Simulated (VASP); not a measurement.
# MnBr3 (Pm-3m) in VASP: further runs, part 2 of 2

VASP 6.6.1. Earlier steps stand in the parts before.

## (3) Single point, PBE+U, collinear spin, ferrimagnetic start

This run uses another cell than the first one, of 36.56 Å³/atom, 1.029 times its volume.

File INCAR:

```
ALGO = Normal
EDIFF = 1E-6
ENCUT = 520
GGA = PE
ISIF = 2
ISMEAR = 0
ISPIN = 2
LASPH = True
LCHARG = True
LDAU = True
LDAUJ = 0 0
LDAUL = 2 -1
LDAUPRINT = 1
LDAUTYPE = 2
LDAUU = 3.9 0
LELF = True
LMAXMIX = 4
LORBIT = 11
LREAL = False
LVHAR = True
LWAVE = False
MAGMOM = 4.86 -0.1 -0.1 -0.1
NBANDS = 29
NELM = 150
PREC = Accurate
SIGMA = 0.05
```

File KPOINTS:

```
k-points
0
Gamma
  4 4 4
```

File POSCAR:

```
MnBr3
1.0
    5.2686438178      0.0000000000      0.0000000000
    0.0000000000      5.2686438178      0.0000000000
    0.0000000000      0.0000000000      5.2686438178
Mn Br
1 3
Direct
    0.0000000000      0.0000000000      0.0000000000
    0.5000000000      0.0000000000      0.0000000000
    0.0000000000      0.0000000000      0.5000000000
    0.0000000000      0.5000000000      0.0000000000
```

Potentials or basis: VASP PAW PBE potentials, release 64 (Mn_pv, Br).

Run with:

```bash
cat potpaw_PBE.64/Mn_pv/POTCAR potpaw_PBE.64/Br/POTCAR > POTCAR
mpirun -np 1 vasp_std > vasp.out
```

OUTCAR:

```text
EDIFF = 1E-6
   ENCUT = 520
   GGA = PE
   ISIF = 2
   ISMEAR = 0
   ISPIN = 2
   LASPH = True
   LORBIT = 11
   LREAL = False
   NELM = 150
   PREC = Accurate

 ion  position               nearest neighbor table
   1  0.000  0.000  0.000-   2 2.63   3 2.63   4 2.63   3 2.63   4 2.63   2 2.63
   2  0.500  0.000  0.000-   1 2.63   1 2.63
   3  0.000  0.000  0.500-   1 2.63   1 2.63
   4  0.000  0.500  0.000-   1 2.63   1 2.63

  LATTYP: Found a simple cubic cell.
 ALAT       =     5.2686438178

  Lattice vectors:

 A1 = (   5.2686438178,   0.0000000000,   0.0000000000)
 A2 = (   0.0000000000,   5.2686438178,   0.0000000000)
 A3 = (   0.0000000000,   0.0000000000,   5.2686438178)

Analysis of symmetry for initial positions (statically):
=====================================================================
 Subroutine PRICEL returns:
 Original cell was already a primitive cell.

 Routine SETGRP: Setting up the symmetry group for a
 simple cubic supercell.

 Subroutine GETGRP returns: Found 48 space group operations
 (whereof 48 operations were pure point group operations)
 out of a pool of 48 trial point group operations.

The static configuration has the point symmetry O_h .

Analysis of symmetry for dynamics (positions and initial velocities):
=====================================================================
 Subroutine PRICEL returns:
 Original cell was already a primitive cell.

 Routine SETGRP: Setting up the symmetry group for a
 simple cubic supercell.

 Subroutine GETGRP returns: Found 48 space group operations
 (whereof 48 operations were pure point group operations)
 out of a pool of 48 trial point group operations.

The dynamic configuration has the point symmetry O_h .

Analysis of structural, dynamic, and magnetic symmetry:
=====================================================================
 Subroutine PRICEL returns:
 Original cell was already a primitive cell.

 Routine SETGRP: Setting up the symmetry group for a
 simple cubic supercell.

 Subroutine GETGRP returns: Found 48 space group operations
 (whereof 48 operations were pure point group operations)
 out of a pool of 48 trial point group operations.

The overall configuration has the point symmetry O_h .

 Subroutine INISYM returns: Found 48 space group operations
 (whereof 48 operations are pure point group operations),
 and found     1 'primitive' translations

----------------------------------------------------------------------------------------

                                     Primitive cell

[... 117 lines left out ...]
  volume of cell :      146.25
 maximum number of plane-waves:      3952
 NGX is ok and might be reduce to    40
   NGX = 19   NGY = 19   NGZ = 19

atom =   1  type =  1  l = 2

 onsite density matrix

spin component  1

  0.9423 -0.0000 -0.0000  0.0000 -0.0000
 -0.0000  0.9423 -0.0000  0.0000  0.0000
 -0.0000 -0.0000  0.9000  0.0000  0.0000
  0.0000  0.0000  0.0000  0.9423  0.0000
 -0.0000  0.0000  0.0000  0.0000  0.9000

spin component  2

  0.0244  0.0000  0.0000  0.0000  0.0000
  0.0000  0.0244  0.0000  0.0000  0.0000
  0.0000  0.0000  0.0794 -0.0000 -0.0000
  0.0000  0.0000 -0.0000  0.0244 -0.0000
  0.0000  0.0000 -0.0000 -0.0000  0.0794

 occupancies and eigenvectors

  o =  0.0244  v =  0.0000  0.0000  0.0000  0.0000  0.0000  1.0000  0.0000  0.0000  0.0000  0.0000      0.0000  0.0000  0.0000  0.0000  0.0000  0.0000  0.0000  0.0000  0.0000  0.0000
  o =  0.0244  v =  0.0000  0.0000  0.0000  0.0000  0.0000  0.0000  0.0626  0.0000 -0.9980  0.0000      0.0000  0.0000  0.0000  0.0000  0.0000  0.0000  0.0000  0.0000  0.0000  0.0000
  o =  0.0244  v =  0.0000  0.0000  0.0000  0.0000  0.0000  0.0000 -0.9980 -0.0000 -0.0626 -0.0000      0.0000  0.0000  0.0000  0.0000  0.0000  0.0000  0.0000  0.0000  0.0000  0.0000
  o =  0.0794  v =  0.0000  0.0000  0.0000  0.0000  0.0000  0.0000 -0.0000  0.9873 -0.0000  0.1590      0.0000  0.0000  0.0000  0.0000  0.0000  0.0000  0.0000  0.0000  0.0000  0.0000
  o =  0.0794  v =  0.0000  0.0000  0.0000  0.0000  0.0000  0.0000 -0.0000 -0.1590  0.0000  0.9873      0.0000  0.0000  0.0000  0.0000  0.0000  0.0000  0.0000  0.0000  0.0000  0.0000
  o =  0.9000  v =  0.0000 -0.0000 -0.9706 -0.0000  0.2407  0.0000  0.0000  0.0000  0.0000  0.0000      0.0000  0.0000  0.0000  0.0000  0.0000  0.0000  0.0000  0.0000  0.0000  0.0000
  o =  0.9000  v =  0.0000 -0.0000  0.2407  0.0000  0.9706  0.0000  0.0000  0.0000  0.0000  0.0000      0.0000  0.0000  0.0000  0.0000  0.0000  0.0000  0.0000  0.0000  0.0000  0.0000
  o =  0.9423  v =  0.0000 -0.9969  0.0000  0.0787 -0.0000  0.0000  0.0000  0.0000  0.0000  0.0000      0.0000  0.0000  0.0000  0.0000  0.0000  0.0000  0.0000  0.0000  0.0000  0.0000
  o =  0.9423  v =  1.0000  0.0000  0.0000  0.0000  0.0000  0.0000  0.0000  0.0000  0.0000  0.0000      0.0000  0.0000  0.0000  0.0000  0.0000  0.0000  0.0000  0.0000  0.0000  0.0000
  o =  0.9423  v =  0.0000 -0.0787  0.0000 -0.9969  0.0000  0.0000  0.0000  0.0000  0.0000  0.0000      0.0000  0.0000  0.0000  0.0000  0.0000  0.0000  0.0000  0.0000  0.0000  0.0000

 number of electron      33.9999993 magnetization       4.3751453

 Free energy of the ion-electron system (eV)
  ---------------------------------------------------
  ext. energy  EPLUGINS =         0.00000000
  ---------------------------------------------------
  free energy    TOTEN  =       -14.35503703 eV

  energy without entropy =      -14.34220897  energy(sigma->0) =      -14.34862300

 E-fermi :  -1.2563     XC(G=0):  -7.2427

 val. band max:       -1.2583438771   @ k =   0.2500   0.2500   0.2500
 cond. band min:      -1.2487446016   @ k =   0.5000   0.2500   0.0000
 fundamental gap:      0.0095992755
 Fermi energy:        -1.2563083156

 spin component 1

 k-point     1 :       0.0000    0.0000    0.0000
  band No.  band energies     occupation
      1     -51.4152      1.00000
      2     -51.4152      1.00000
      3     -51.4152      1.00000
      4     -15.1256      1.00000
      5     -14.4227      1.00000
      6     -14.4227      1.00000
[... 309 lines left out ...]
     28      10.0462      0.00000
     29      10.0486      0.00000
 Fermi energy:        -1.2563083156

 spin component 2

 k-point     1 :       0.0000    0.0000    0.0000
  band No.  band energies     occupation
      1     -46.6306      1.00000
      2     -46.6306      1.00000
      3     -46.6306      1.00000
      4     -15.1766      1.00000
      5     -14.4569      1.00000
      6     -14.4569      1.00000
[... 309 lines left out ...]
     28      10.0172      0.00000
     29      10.1854      0.00000

------------------------ aborting loop because EDIFF is reached ----------------------------------------

  FORCE on cell =-STRESS in cart. coord.  units (eV):
  Direction    XX          YY          ZZ          XY          YZ          ZX
  --------------------------------------------------------------------------------------
  -------------------------------------------------------------------------------------
  Total       -0.2514558     -0.2514558     -0.2514558      0.0000000     -0.0000000      0.0000000
  in kB       -2.7547092     -2.7547092     -2.7547092      0.0000000     -0.0000000      0.0000000
  external PRESSURE =      -2.7547092 kB  Pullay stress =       0.0000000 kB

 VOLUME and BASIS-vectors are now :
 -----------------------------------------------------------------------------
  energy-cutoff  :      520.00
  volume of cell :      146.25
      direct lattice vectors                 reciprocal lattice vectors
     5.268643818  0.000000000  0.000000000     0.189802164  0.000000000  0.000000000
     0.000000000  5.268643818  0.000000000     0.000000000  0.189802164  0.000000000
     0.000000000  0.000000000  5.268643818     0.000000000  0.000000000  0.189802164

 POSITION                                       TOTAL-FORCE (eV/Angst)
 -----------------------------------------------------------------------------------
      0.00000      0.00000      0.00000         0.000000      0.000000      0.000000
      2.63432      0.00000      0.00000         0.000000      0.000000      0.000000
      0.00000      0.00000      2.63432         0.000000      0.000000      0.000000
      0.00000      2.63432      0.00000         0.000000      0.000000      0.000000
 -----------------------------------------------------------------------------------
    total drift:                               -0.000000     -0.000000     -0.000000

  FREE ENERGIE OF THE ION-ELECTRON SYSTEM (eV)
  ---------------------------------------------------
  free  energy   TOTEN  =       -14.3550370326 eV

  energy  without entropy=      -14.3422089746  energy(sigma->0) =      -14.34862300

 total charge

# of ion       s       p       d       tot
------------------------------------------
    1        0.214   6.160   4.842  11.217
    2        1.614   3.207   0.010   4.831
    3        1.614   3.207   0.010   4.831
    4        1.614   3.207   0.010   4.831
--------------------------------------------------
tot          5.055  15.782   4.873  25.709

 magnetization (x)

# of ion       s       p       d       tot
------------------------------------------
    1        0.042   0.031   4.386   4.460
    2        0.002  -0.086   0.004  -0.080
    3        0.002  -0.086   0.004  -0.080
    4        0.002  -0.086   0.004  -0.080
--------------------------------------------------
tot          0.049  -0.228   4.398   4.220
```

Run time: 89 s. Hardware: 1 thread of Intel Xeon Platinum 8375C at 2.90GHz (Ice Lake), shared host; peak memory 0.3 GiB.

What came out:

* Free energy: -14.3550 eV
* Pressure: -0.3 GPa
* Net moment: 4.38 μB per cell
* Site moments: Mn +4.46; Br -0.08 μB
* Valence electrons inside the program's atomic spheres: Mn 11.22; Br 4.83

Levels at points of the mesh, in eV from the Fermi level:
Spin up:
```csv
k point,band 15,band 16,band 17,band 18,band 19,band 20,band 21,band 22,band 23,band 24
"(0.00, 0.00, 0.00)",-0.56,-0.56,-0.56,-0.34,-0.34,-0.34,2.30,5.87,8.64,8.64
"(0.50, 0.00, 0.00)",-1.39,-0.72,-0.69,-0.69,-0.42,-0.42,5.25,7.62,7.75,8.32
"(0.50, 0.50, 0.00)",-1.06,-1.06,-0.67,-0.67,0.21,0.67,7.07,7.07,7.31,8.32
"(0.50, 0.50, 0.50)",-1.50,0.22,0.22,0.22,0.68,0.68,6.13,6.13,6.13,6.77
```
Spin down:
| k point | band 12 | band 13 | band 14 | band 15 | band 16 | band 17 | band 18 | band 19 |
| --- | --- | --- | --- | --- | --- | --- | --- | --- |
| (0.00, 0.00, 0.00) | -0.61 | -0.41 | -0.41 | -0.41 | 3.17 | 3.17 | 3.17 | 3.35 |
| (0.50, 0.00, 0.00) | -1.13 | -0.76 | -0.48 | -0.48 | 3.19 | 3.35 | 3.45 | 3.83 |
| (0.50, 0.50, 0.00) | -1.11 | -1.09 | -1.09 | 0.16 | 3.38 | 3.84 | 3.84 | 4.08 |
| (0.50, 0.50, 0.50) | -2.04 | 0.17 | 0.17 | 0.17 | 4.08 | 4.08 | 4.08 | 5.17 |

Eigenvalues of the final occupation matrices:
| site | spin | trace | eigenvalues |
| --- | --- | --- | --- |
| site 1 d | 1 | 4.63 | 0.90 0.90 0.94 0.94 0.94 |
| site 1 d | 2 | 0.23 | 0.02 0.02 0.02 0.08 0.08 |

The state reached can hang on the start; a lower one may exist.
